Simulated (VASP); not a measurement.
# K (Cmce) in VASP: relaxation of cell and atoms with PBE

Aim: the relaxation of cell and atoms of K with PBE.

All numbers are computed with VASP 6.6.1; they aren't measurements. Logs are shortened: lines on timing, memory, paths and dates and some standing lists are left out, and cuts for length are marked.

## Step 1: The cell of the first run

It takes space group Cmce (No. 64, orthorhombic). The conventional cell has a = 12.570 Å, b = 9.974 Å, c = 9.767 Å, α = 90.00°, β = 90.00°, γ = 90.00°.

## Step 2: Relaxation of cell and atoms, PBE

INCAR reads:

```
SYSTEM = K
ALGO = Normal
EDIFF = 1E-7
EDIFFG = -0.005
ENCUT = 500
GGA = PE
GGA_COMPAT = .False.
IBRION = 2
ISIF = 3
ISMEAR = 0
KPAR = 4
LASPH = .True.
LCHARG = .False.
LREAL = .False.
LWAVE = .False.
NELM = 120
NELMIN = 4
NSW = 100
PREC = Accurate
SIGMA = 0.1
```

KPOINTS reads:

```
k-points
0
Gamma
  6 6 4
  0 0 0
```

POSCAR reads:

```
K
1.0
    6.2847771000     -4.9869029900      0.0000000000
    6.2847771000      4.9869029900      0.0000000000
    0.0000000000      0.0000000000      9.7670775600
K
8
Direct
    0.7467929500      0.7467929500      0.5000000000
    0.2532070500      0.2532070500      0.5000000000
    0.2391031600      0.7608968400      0.2613112800
    0.7391031600      0.2608968400      0.2386887200
    0.7532070500      0.7532070500      0.0000000000
    0.2467929500      0.2467929500      0.0000000000
    0.2608968400      0.7391031600      0.7613112800
    0.7608968400      0.2391031600      0.7386887200
```

Potentials or basis: VASP PAW PBE potentials, release 64 (K_sv).

On the command line:

```bash
$ cat potpaw_PBE.64/K_sv/POTCAR > POTCAR
$ mpirun -np 4 vasp_std > vasp.out
```

OUTCAR:

```text
SYSTEM = K
   EDIFF = 1E-7
   EDIFFG = -0.005
   ENCUT = 500
   GGA = PE
   IBRION = 2
   ISIF = 3
   ISMEAR = 0
   LASPH = .True.
   LREAL = .False.
   NELM = 120
   NELMIN = 4
   NSW = 100
   PREC = Accurate

 ion  position               nearest neighbor table
   1  0.747  0.747  0.500-
   2  0.253  0.253  0.500-
   3  0.239  0.761  0.261-
   4  0.739  0.261  0.239-
   5  0.753  0.753  0.000-
   6  0.247  0.247  0.000-
   7  0.261  0.739  0.761-
   8  0.761  0.239  0.739-

  LATTYP: Found a base centered orthorhombic cell.
 ALAT       =     9.9738059800
 B/A-ratio  =     1.2602565385
 C/A-ratio  =     0.9792728653

  Lattice vectors:

 A1 = (  -6.2847771000,  -4.9869029900,   0.0000000000)
 A2 = (   6.2847771000,  -4.9869029900,   0.0000000000)
 A3 = (   0.0000000000,   0.0000000000,   9.7670775600)

Analysis of symmetry for initial positions (statically):
=====================================================================
 Subroutine PRICEL returns:
 Original cell was already a primitive cell.

 Routine SETGRP: Setting up the symmetry group for a
 base centered orthorhombic supercell.

 Subroutine GETGRP returns: Found  8 space group operations
 (whereof  4 operations were pure point group operations)
 out of a pool of  8 trial point group operations.

The static configuration has the point symmetry C_2h.
 The point group associated with its full space group is D_2h.

Analysis of symmetry for dynamics (positions and initial velocities):
=====================================================================
 Subroutine PRICEL returns:
 Original cell was already a primitive cell.

 Routine SETGRP: Setting up the symmetry group for a
 base centered orthorhombic supercell.

 Subroutine GETGRP returns: Found  8 space group operations
 (whereof  4 operations were pure point group operations)
 out of a pool of  8 trial point group operations.

The dynamic configuration has the point symmetry C_2h.
 The point group associated with its full space group is D_2h.

 Subroutine INISYM returns: Found  8 space group operations
 (whereof  4 operations are pure point group operations),
 and found     1 'primitive' translations

[... 119 lines left out ...]
   EMIN   =  10.00;   EMAX   =-10.00  energy-range for DOS
   EFERMI =   0.00;   METHOD = LEGACY
   ISMEAR =     0;   SIGMA  =   0.10  broadening in eV -4-tet -1-fermi 0-gaus
   EFERMI_NEDOS =   21; number of points for ismear=-14 and -15
   IALGO  =     38    algorithm
   IMIX   =      4    mixing-type and parameters
     AMIX     =   0.40;   BMIX     =  1.00
     AMIX_MAG =   1.60;   BMIX_MAG =  1.00
  volume/ion in A,a.u.               =      76.53       516.44
  Fermi-wavevector in a.u.,A,eV,Ry     =   0.802073  1.515698  8.752913  0.643321
  Thomas-Fermi vector in A             =   1.909681
   LORBIT       =      0    0 simple, 1 ext, 2 COOP (PROOUT), +10 PAW based schemes
   GGA     = PE    functional components
   LHFCALC =     F    Hartree Fock is set to
   AEXX    =    0.0000 exact exchange contribution
   IVDW    =     0    specifies the selected vdW correction
   LEPSILON=     F    determine dielectric tensor
   LRPA    =     F    only Hartree local field effects (RPA)
 conjugate gradient relaxation of ions
 non-spin polarized calculation
 Gauss-broadening in eV      SIGMA  =   0.10
  energy-cutoff  :      500.00
  volume of cell :      612.23
 maximum number of plane-waves:     15580
 NGX is ok and might be reduce to    60
   NGX = 29   NGY = 29   NGZ = 35

--------------------------------------- Ionic step        1  -------------------------------------------

 number of electron      72.0000005 magnetization

 Free energy of the ion-electron system (eV)
  ---------------------------------------------------
  ext. energy  EPLUGINS =         0.00000000
  ---------------------------------------------------
  free energy    TOTEN  =        -8.37081091 eV

  energy without entropy =       -8.33502664  energy(sigma->0) =       -8.35291877

------------------------ aborting loop because EDIFF is reached ----------------------------------------

  FORCE on cell =-STRESS in cart. coord.  units (eV):
  Direction    XX          YY          ZZ          XY          YZ          ZX
  --------------------------------------------------------------------------------------
  -------------------------------------------------------------------------------------
  Total       -0.4076637     -0.7343306     -0.2664403      0.0000000      0.0000000      0.0000000
  in kB       -1.0668348     -1.9217053     -0.6972606      0.0000000      0.0000000      0.0000000
  external PRESSURE =      -1.2286002 kB  Pullay stress =       0.0000000 kB
[... 107 lines left out ...]
  FREE ENERGIE OF THE ION-ELECTRON SYSTEM (eV)
  ---------------------------------------------------
  free  energy   TOTEN  =        -8.3825989705 eV

  energy  without entropy=       -8.3481784412  energy(sigma->0) =       -8.36538871

[... ionic steps 4 to 14 ...]

--------------------------------------- Ionic step       15  -------------------------------------------

 number of electron      72.0000008 magnetization

------------------------ aborting loop because EDIFF is reached ----------------------------------------
[... 79 lines left out ...]
--------------------------------------- Ionic step       17  -------------------------------------------

 number of electron      72.0000009 magnetization

 Free energy of the ion-electron system (eV)
  ---------------------------------------------------
  ext. energy  EPLUGINS =         0.00000000
  ---------------------------------------------------
  free energy    TOTEN  =        -8.39590052 eV

  energy without entropy =       -8.36243868  energy(sigma->0) =       -8.37916960

 E-fermi :  -0.1211     XC(G=0):  -5.6451

 val. band max:       -0.1388801754   @ k =  -0.1667   0.1667   0.5000
 cond. band min:      -0.1157204710   @ k =   0.1667   0.1667   0.0000
 fundamental gap:      0.0231597045
 Fermi energy:        -0.1210869446

 k-point     1 :       0.0000    0.0000    0.0000
  band No.  band energies     occupation
      1     -32.2541      2.00000
      2     -32.2505      2.00000
      3     -32.2505      2.00000
      4     -32.2503      2.00000
      5     -32.2503      2.00000
      6     -32.2493      2.00000
[... 1093 lines left out ...]
     42       1.3505      0.00000
     43       1.3510      0.00000

 [... further k-points ...]
[... 5 lines left out ...]
  --------------------------------------------------------------------------------------
  -------------------------------------------------------------------------------------
  Total        0.0206687      0.0016644      0.0022042      0.0000000      0.0000000      0.0000000
  in kB        0.0561491      0.0045214      0.0059881      0.0000000      0.0000000      0.0000000
  external PRESSURE =       0.0222196 kB  Pullay stress =       0.0000000 kB
[... 23 lines left out ...]
  FREE ENERGIE OF THE ION-ELECTRON SYSTEM (eV)
  ---------------------------------------------------
  free  energy   TOTEN  =        -8.3959005204 eV

  energy  without entropy=       -8.3624386834  energy(sigma->0) =       -8.37916960

 reached required accuracy - stopping structural energy minimisation
```

CONTCAR:

```text
K
   1.00000000000000
     6.5447896102583787   -4.7158036959615561   -0.0000000000000000
     6.5447896102583787    4.7158036959615561    0.0000000000000000
     0.0000000000000000    0.0000000000000000    9.5543162000056334
  K
     8
Direct
     0.7506782947771617    0.7506782947771617    0.5000000000000000
     0.2493217052228384    0.2493217052228384    0.5000000000000000
     0.2500814710007372    0.7499185289992628    0.2497460517092657
     0.7500814710007372    0.2499185289992627    0.2502539482907343
     0.7493217052228383    0.7493217052228383    0.0000000000000000
     0.2506782947771617    0.2506782947771617    0.0000000000000000
     0.2499185289992627    0.7500814710007372    0.7497460517092658
     0.7499185289992628    0.2500814710007372    0.7502539482907342

  0.00000000E+00  0.00000000E+00  0.00000000E+00
  0.00000000E+00  0.00000000E+00  0.00000000E+00
  0.00000000E+00  0.00000000E+00  0.00000000E+00
  0.00000000E+00  0.00000000E+00  0.00000000E+00
  0.00000000E+00  0.00000000E+00  0.00000000E+00
  0.00000000E+00  0.00000000E+00  0.00000000E+00
  0.00000000E+00  0.00000000E+00  0.00000000E+00
  0.00000000E+00  0.00000000E+00  0.00000000E+00
```

It took 69 min on 4 MPI ranks of Intel Xeon Platinum 8259CL at 2.50GHz (Skylake/Cascade Lake), shared host; peak memory 1.1 GiB.

Results:

| Property | Result |
| --- | --- |
| Free energy | -8.3959 eV |
| Relaxed volume | 73.72 Å³/atom |
| Relaxed cell | a = 8.067 Å, b = 8.067 Å, c = 9.554 Å, α = 90.00°, β = 90.00°, γ = 71.55° |
| Space group after relaxing (to 0.1 Å) | I4/mmm (No. 139) |
| Energy gained by relaxing | 3.1 meV/atom |
| Ionic steps | 17 |
| Pressure after relaxing | 0.0 GPa |
| Largest force after relaxing | 0.004 eV/Å |
| Band gap on the k mesh | zero (bands 36 and 37 overlap by 1.37 eV) |

Forces in eV/Å, atoms in the order of the input:
```
K   -0.004  0.000  0.000
K    0.004  0.000  0.000
K    0.000  0.000  0.000
K    0.000  0.000  0.000
K    0.004  0.000  0.000
K   -0.004  0.000  0.000
K    0.000  0.000  0.000
K    0.000  0.000  0.000
```

Step by step:
```csv
step,energy change (eV),largest force (eV/Å),pressure (GPa),volume (Å³)
1,0.0000,0.0289,-0.12,612.23
2,-0.0044,0.0289,-0.10,607.04
3,-0.0118,0.0291,-0.01,591.65
4,-0.0122,0.0292,0.02,586.63
5,-0.0132,0.0285,0.02,586.97
6,-0.0153,0.0266,0.01,587.96
7,-0.0162,0.0226,0.00,589.83
8,-0.0164,0.0240,0.00,589.23
9,-0.0177,0.0219,0.00,590.45
10,-0.0206,0.0163,-0.02,594.07
11,-0.0220,0.0067,-0.06,601.12
12,-0.0227,0.0056,-0.06,599.82
13,-0.0241,0.0024,-0.03,595.88
14,-0.0243,0.0067,0.01,587.94
15,-0.0247,0.0045,-0.01,591.53
16,-0.0249,0.0043,-0.01,591.09
17,-0.0251,0.0035,0.00,589.77
```

Final structure:
```xyz
8
Lattice="6.5448 -4.7158 0.0000 6.5448 4.7158 0.0000 0.0000 0.0000 9.5543" Properties=species:S:1:pos:R:3 pbc="T T T"
K     9.8261    0.0000    4.7772
K     3.2635    0.0000    4.7772
K     6.5448    2.3571    2.3862
K     6.5448   -2.3587    2.3910
K     9.8083    0.0000    0.0000
K     3.2813    0.0000    0.0000
K     6.5448    2.3587    7.1633
K     6.5448   -2.3571    7.1682
```
